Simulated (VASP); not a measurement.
# BAs (I-4m2) in VASP: notebook

Runs on BAs. Level: PBE. Tasks: single point.

Everything below comes from runs of VASP 6.6.1. Logs are shortened: lines on timing, memory, paths and dates and some standing lists are left out, and cuts for length are marked.

## Step 1: The cell of the first run

Symmetry: I-4m2, No. 119, tetragonal system. The conventional cell has a = 3.108 Å, b = 3.108 Å, c = 4.586 Å, α = 90.00°, β = 90.00°, γ = 90.00°. Within 2.6 Å of B (site symmetry -4m2) lie 4 As at 1.93 Å. As (site symmetry -4m2) has 4 B at 1.93 Å within 2.6 Å.

## Step 2: Single point, PBE (strain -0.080 along x and y, -0.040 along z)

INCAR reads:

```
SYSTEM = BAs
PREC = Accurate
ENCUT = 520
EDIFF = 1E-6
ISMEAR = 0
SIGMA = 0.05
LREAL = .FALSE.
LASPH = .TRUE.
NELM = 100
ALGO = Normal
ISIF = 2
LWAVE = .FALSE.
LCHARG = .TRUE.
GGA = PE
LELF = .TRUE.
LVHAR = .TRUE.
NBANDS = 11
```

KPOINTS reads:

```
regular mesh
0
G
  10 10 10
  0 0 0
```

POSCAR reads:

```
BAs
1.0
    0.0000000000      2.1974200000      2.2929600000
    2.1974200000      0.0000000000      2.2929600000
    2.1974200000      2.1974200000      0.0000000000
B As
1 1
Direct
    0.0000000000      0.0000000000      0.0000000000
    0.7500000000      0.7500000000      0.7500000000
```

Potentials or basis: VASP PAW PBE potentials, release 64 (B, As).

The run is started by

```sh
cat potpaw_PBE.64/B/POTCAR potpaw_PBE.64/As/POTCAR > POTCAR
mpirun -np 1 vasp_std > vasp.out
```

OUTCAR:

```text
SYSTEM = BAs
   PREC = Accurate
   ENCUT = 520
   EDIFF = 1E-6
   ISMEAR = 0
   LREAL = .FALSE.
   LASPH = .TRUE.
   NELM = 100
   ISIF = 2
   GGA = PE

 ion  position               nearest neighbor table
   1  0.000  0.000  0.000-   2 1.93   2 1.93   2 1.93   2 1.93
   2  0.750  0.750  0.750-   1 1.93   1 1.93   1 1.93   1 1.93

  LATTYP: Found a body centered tetragonal cell.
 ALAT       =     3.1076211662
 C/A-ratio  =     1.4757011086

  Lattice vectors:

 A1 = (  -2.1974200000,   0.0000000000,   2.2929600000)
 A2 = (   2.1974200000,   0.0000000000,   2.2929600000)
 A3 = (   0.0000000000,   2.1974200000,  -2.2929600000)

Analysis of symmetry for initial positions (statically):
=====================================================================
 Subroutine PRICEL returns:
 Original cell was already a primitive cell.

 Routine SETGRP: Setting up the symmetry group for a
 body centered tetragonal supercell.

 Subroutine GETGRP returns: Found  8 space group operations
 (whereof  8 operations were pure point group operations)
 out of a pool of 16 trial point group operations.

The static configuration has the point symmetry D_2d.

Analysis of symmetry for dynamics (positions and initial velocities):
=====================================================================
 Subroutine PRICEL returns:
 Original cell was already a primitive cell.

 Routine SETGRP: Setting up the symmetry group for a
 body centered tetragonal supercell.

 Subroutine GETGRP returns: Found  8 space group operations
 (whereof  8 operations were pure point group operations)
 out of a pool of 16 trial point group operations.

The dynamic configuration has the point symmetry D_2d.

 Subroutine INISYM returns: Found  8 space group operations
 (whereof  8 operations are pure point group operations),
 and found     1 'primitive' translations

----------------------------------------------------------------------------------------

                                     Primitive cell

  volume of cell :      22.1438

  direct lattice vectors                    reciprocal lattice vectors
     0.000000000  2.197420000  2.292960000    -0.227539569  0.227539569  0.218058754
     2.197420000  0.000000000  2.292960000     0.227539569 -0.227539569  0.218058754
     2.197420000  2.197420000  0.000000000     0.227539569  0.227539569 -0.218058754

  length of vectors
     3.175896758  3.175896758  3.107621166     0.388713431  0.388713431  0.388713431

  position of ions in fractional coordinates (direct lattice)
     0.000000000  0.000000000  0.000000000
     0.750000000  0.750000000  0.750000000

  ion indices of the primitive-cell ions
   primitive index   ion index
                 1           1
                 2           2

----------------------------------------------------------------------------------------

 KPOINTS: regular mesh

Automatic generation of k-mesh.
 Grid dimensions read from file:
 generate k-points for:   10   10   10

 Generating k-lattice:

  Cartesian coordinates                     Fractional coordinates (reciprocal lattice)
    -0.022753957  0.022753957  0.021805875     0.100000000 -0.000000000  0.000000000
     0.022753957 -0.022753957  0.021805875    -0.000000000  0.100000000  0.000000000
     0.022753957  0.022753957 -0.021805875     0.000000000  0.000000000  0.100000000

  Length of vectors
     0.038871343  0.038871343  0.038871343

  Shift w.r.t. Gamma in fractional coordinates (k-lattice)
     0.000000000  0.000000000  0.000000000

 Subroutine IBZKPT returns following result:
 ===========================================

 Found    102 irreducible k-points:

 Following reciprocal coordinates:
            Coordinates               Weight
  0.000000  0.000000  0.000000      1.000000
  0.100000 -0.000000  0.000000      8.000000
  0.200000 -0.000000  0.000000      8.000000
  0.300000 -0.000000  0.000000      8.000000
  0.400000 -0.000000  0.000000      8.000000
  0.500000 -0.000000  0.000000      4.000000
[... 16 lines left out ...]
  0.300000  0.300000  0.000000      2.000000
  0.400000  0.300000  0.000000      8.000000
 [... further k-points ...]
   k-points           NKPTS =    102   k-points in BZ     NKDIM =    102   number of bands    NBANDS=     11
   number of dos      NEDOS =    301   number of ions     NIONS =      2
   total plane-waves  NPLWV =  13824
   dimension x,y,z NGX =    24 NGY =   24 NGZ =   24
   dimension x,y,z NGXF=    48 NGYF=   48 NGZF=   48
   ions per type =               1   1
   NGX,Y,Z   is equivalent  to a cutoff of  12.56, 12.56, 12.84 a.u.
   NGXF,Y,Z  is equivalent  to a cutoff of  25.13, 25.13, 25.68 a.u.
 SYSTEM =  BAs
   PREC   = accura    normal or accurate (medium, high low for compatibility)
   ISTART =      0    job   : 0-new  1-cont  2-samecut
   ICHARG =      2    charge: 1-file 2-atom 10-const
   ISPIN  =      1    spin polarized calculation?
   LNONCOLLINEAR =      F non collinear calculations
   LSORBIT =      F    spin-orbit coupling
   LASPH  =      T    aspherical Exc in radial PAW
   ENCUT  =  520.0 eV  38.22 Ry    6.18 a.u.   5.91  5.91  5.78*2*pi/ulx,y,z
   NELM   =    100;   NELMIN=  2; NELMDL= -5     # of ELM steps
   EDIFF  = 0.1E-05   stopping-criterion for ELM
   LREAL  =      F    real-space projection
   EDIFFG = 0.1E-04   stopping-criterion for IOM
   NSW    =      0    number of steps for IOM
   IBRION =     -1    ionic relax: 0-MD 1-quasi-New 2-CG
   NFREE  =      0    steps in history (QN), initial steepest desc. (CG)
   ISIF   =      2    stress and relaxation
   ISYM   =      2    0-nonsym 1-usesym 2-fastsym
   POTIM  = 0.5000    time-step for ionic-motion
   TEBEG  =    0.0;   TEEND  =   0.0 temperature during run
   PSTRESS=    0.0 pullay stress
   NELECT =       8.0000    total number of electrons
   NUPDOWN=      -1.0000    fix difference up-down
   EMIN   =  10.00;   EMAX   =-10.00  energy-range for DOS
   EFERMI =   0.00;   METHOD = LEGACY
   ISMEAR =     0;   SIGMA  =   0.05  broadening in eV -4-tet -1-fermi 0-gaus
   EFERMI_NEDOS =   21; number of points for ismear=-14 and -15
   IALGO  =     38    algorithm
   IMIX   =      4    mixing-type and parameters
     AMIX     =   0.40;   BMIX     =  1.00
     AMIX_MAG =   1.60;   BMIX_MAG =  1.00
  volume/ion in A,a.u.               =      11.07        74.72
  Fermi-wavevector in a.u.,A,eV,Ry     =   1.165970  2.203363 18.496923  1.359485
  Thomas-Fermi vector in A             =   2.302489
   LORBIT       =      0    0 simple, 1 ext, 2 COOP (PROOUT), +10 PAW based schemes
   GGA     = PE    functional components
   LHFCALC =     F    Hartree Fock is set to
   AEXX    =    0.0000 exact exchange contribution
   IVDW    =     0    specifies the selected vdW correction
   LEPSILON=     F    determine dielectric tensor
   LRPA    =     F    only Hartree local field effects (RPA)
 non-spin polarized calculation
 Gauss-broadening in eV      SIGMA  =   0.05
  energy-cutoff  :      520.00
  volume of cell :       22.14
 maximum number of plane-waves:       612
   NGX = 11   NGY = 11   NGZ = 11

 number of electron       8.0000000 magnetization

 Free energy of the ion-electron system (eV)
  ---------------------------------------------------
  ext. energy  EPLUGINS =         0.00000000
  ---------------------------------------------------
  free energy    TOTEN  =       -10.66078217 eV

  energy without entropy =      -10.66078217  energy(sigma->0) =      -10.66078217

 E-fermi :   9.0924     XC(G=0): -11.5082

 val. band max:        8.7890468316   @ k =   0.0000   0.0000   0.0000
 cond. band min:       9.3695952351   @ k =   0.4000   0.0000   0.4000
 fundamental gap:      0.5805484036
 Fermi energy:         9.0924395307

 k-point     1 :       0.0000    0.0000    0.0000
  band No.  band energies     occupation
      1      -8.8476      2.00000
      2       8.3038      2.00000
      3       8.7890      2.00000
      4       8.7890      2.00000
      5      12.1332      0.00000
      6      12.1332      0.00000
      7      12.4036      0.00000
      8      16.0281      0.00000
      9      19.4191      0.00000
     10      21.6966      0.00000
     11      22.7540      0.00000

 k-point     2 :       0.1000   -0.0000    0.0000
  band No.  band energies     occupation
      1      -8.6505      2.00000
      2       7.0372      2.00000
      3       8.1022      2.00000
      4       8.4267      2.00000
      5      12.5093      0.00000
      6      12.6395      0.00000
      7      12.9587      0.00000
      8      16.5211      0.00000
      9      20.2020      0.00000
     10      20.5418      0.00000
     11      21.6386      0.00000

 k-point     3 :       0.2000   -0.0000    0.0000
  band No.  band energies     occupation
      1      -8.0651      2.00000
      2       4.3325      2.00000
      3       7.3377      2.00000
      4       7.7708      2.00000
      5      12.6983      0.00000
      6      13.5398      0.00000
      7      13.6559      0.00000
      8      17.5034      0.00000
      9      19.8863      0.00000
     10      20.5979      0.00000
     11      21.3701      0.00000

 k-point     4 :       0.3000   -0.0000    0.0000
  band No.  band energies     occupation
      1      -7.1191      2.00000
      2       1.6263      2.00000
      3       6.6825      2.00000
      4       7.2150      2.00000
      5      12.5671      0.00000
      6      13.8823      0.00000
      7      14.0036      0.00000
      8      18.0400      0.00000
      9      20.7557      0.00000
     10      20.9981      0.00000
     11      21.7770      0.00000
[... 239 lines left out ...]
 k-point    22 :      -0.2000    0.2000    0.0000
  band No.  band energies     occupation
      1      -6.7477      2.00000
      2       2.3873      2.00000
      3       3.4071      2.00000
      4       7.4014      2.00000
      5      13.6269      0.00000
      6      14.3215      0.00000
      7      15.1989      0.00000
      8      16.7676      0.00000
      9      19.0171      0.00000
     10      22.6597      0.00000
     11      24.9644      0.00000

 k-point    23 :       0.3000    0.3000    0.0000
  band No.  band energies     occupation
      1      -6.6535      2.00000
      2       2.7043      2.00000
      3       4.9694      2.00000
      4       4.9694      2.00000
      5      10.2807      0.00000
      6      12.4119      0.00000
      7      18.4864      0.00000
      8      18.4864      0.00000
      9      21.2400      0.00000
     10      25.4475      0.00000
     11      26.2073      0.00000

 k-point    24 :       0.4000    0.3000    0.0000
  band No.  band energies     occupation
      1      -5.7789      2.00000
      2       1.2939      2.00000
      3       3.8648      2.00000
      4       4.6373      2.00000
      5      10.6055      0.00000
      6      12.3298      0.00000
      7      19.0236      0.00000
      8      19.2106      0.00000
      9      22.2381      0.00000
     10      26.1938      0.00000
     11      27.1040      0.00000

 [... further k-points ...]

------------------------ aborting loop because EDIFF is reached ----------------------------------------

  FORCE on cell =-STRESS in cart. coord.  units (eV):
  Direction    XX          YY          ZZ          XY          YZ          ZX
  --------------------------------------------------------------------------------------
  -------------------------------------------------------------------------------------
  Total        7.2812909      7.2812909      5.7874894      0.0000000      0.0000000      0.0000000
  in kB      526.8249646    526.8249646    418.7435919      0.0000000      0.0000000      0.0000000
  external PRESSURE =     490.7978404 kB  Pullay stress =       0.0000000 kB

 VOLUME and BASIS-vectors are now :
 -----------------------------------------------------------------------------
  energy-cutoff  :      520.00
  volume of cell :       22.14
      direct lattice vectors                 reciprocal lattice vectors
     0.000000000  2.197420000  2.292960000    -0.227539569  0.227539569  0.218058754
     2.197420000  0.000000000  2.292960000     0.227539569 -0.227539569  0.218058754
     2.197420000  2.197420000  0.000000000     0.227539569  0.227539569 -0.218058754

 POSITION                                       TOTAL-FORCE (eV/Angst)
 -----------------------------------------------------------------------------------
      0.00000      0.00000      0.00000        -0.000000     -0.000000      0.000000
      3.29613      3.29613      3.43944         0.000000      0.000000      0.000000
 -----------------------------------------------------------------------------------
    total drift:                                0.000000      0.000000     -0.000000

  FREE ENERGIE OF THE ION-ELECTRON SYSTEM (eV)
  ---------------------------------------------------
  free  energy   TOTEN  =       -10.6607821735 eV

  energy  without entropy=      -10.6607821735  energy(sigma->0) =      -10.66078217
```

Wall time 19 s (1 thread of Intel Xeon 8259CL, shared host); peak memory 0.16 GiB.

Results:

| Item | Value |
| --- | --- |
| Free energy | -10.6608 eV |
| Pressure | 49.1 GPa |
| Band gap on the k mesh | 0.58 eV, indirect (least direct gap 3.34 eV) |

Levels at points of the mesh, in eV from the valence-band top:
```csv
k point,band 2,band 3,band 4,band 5,band 6,band 7
"(0.00, 0.00, 0.00)",-0.49,0.00,0.00,3.34,3.34,3.61
"(0.50, 0.00, 0.00)",-10.63,-2.67,-2.04,3.55,4.92,5.09
"(0.50, 0.50, 0.00)",-10.23,-4.85,-4.85,1.32,1.53,13.31
"(0.50, 0.00, 0.50)",-9.81,-5.38,-5.29,0.78,0.86,12.73
```

Caveat: the cell differs from its parent crystal (strain -0.080 along x and y, -0.040 along z). A k mesh can miss the band edges.

(Part 1 of 2 ends here.)
